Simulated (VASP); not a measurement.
Set up this calculation in VASP 6.6.1, as the native input.

| Quantity | Value |
| --- | --- |
| Task | single point |
| Functional | PBEsol |
| Potentials or basis | VASP PAW PBE potentials, release 64 (Ba_sv, O) |
| Cutoff | 600 eV |
| k mesh | 9 × 9 × 9 |
| Occupations | fermi-dirac, width 0.03 eV |
| Spin | no spin polarisation |
| Dipole correction | no |
| Further INCAR settings | ALGO = Normal; EDIFF = 1e-06; NBANDS = 15 |

The structure of BaO lies in POSCAR:

```
BaO
1.0
    0.0000000000      2.3821575397      2.3821575397
    2.3821575397      0.0000000000      2.3821575397
    2.3821575397      2.3821575397      0.0000000000
Ba O
1 1
Direct
    0.0000000000      0.0000000000      0.0000000000
    0.5000000000      0.5000000000      0.5000000000
```

This cell differs from its parent crystal: volume scaled by 0.65.

One way to write it, as run:

INCAR

```
SYSTEM = BaO
ALGO = Normal
EDIFF = 1E-6
ENCUT = 600
GGA = PS
GGA_COMPAT = .False.
ISIF = 2
ISMEAR = -1
LASPH = .True.
LCHARG = .True.
LELF = .True.
LREAL = .False.
LVHAR = .True.
LWAVE = .False.
NBANDS = 15
NELM = 120
PREC = Accurate
SIGMA = 0.03
```

KPOINTS

```
k-points
0
Gamma
  9 9 9
  0 0 0
```

Potentials or basis: VASP PAW PBE potentials, release 64 (Ba_sv, O).

Run with:

```sh
$ cat potpaw_PBE.64/Ba_sv/POTCAR potpaw_PBE.64/O/POTCAR > POTCAR
$ mpirun -np 1 vasp_std > vasp.out
```

It gave:

```
Pressure               : 94.7 GPa
Band gap on the k mesh : zero (band 8 reaches 5.95 eV, above the bottom of band 9 at 5.94 eV)
```

Caveat: the PAW data sets were made with another functional, which shifts forces and pressure a little; spin-orbit coupling is left out, which moves the levels of the heavy elements.

Run time: 32 s on 1 thread of Intel Xeon 8259CL, on a shared host, peak memory 0.17 GiB.
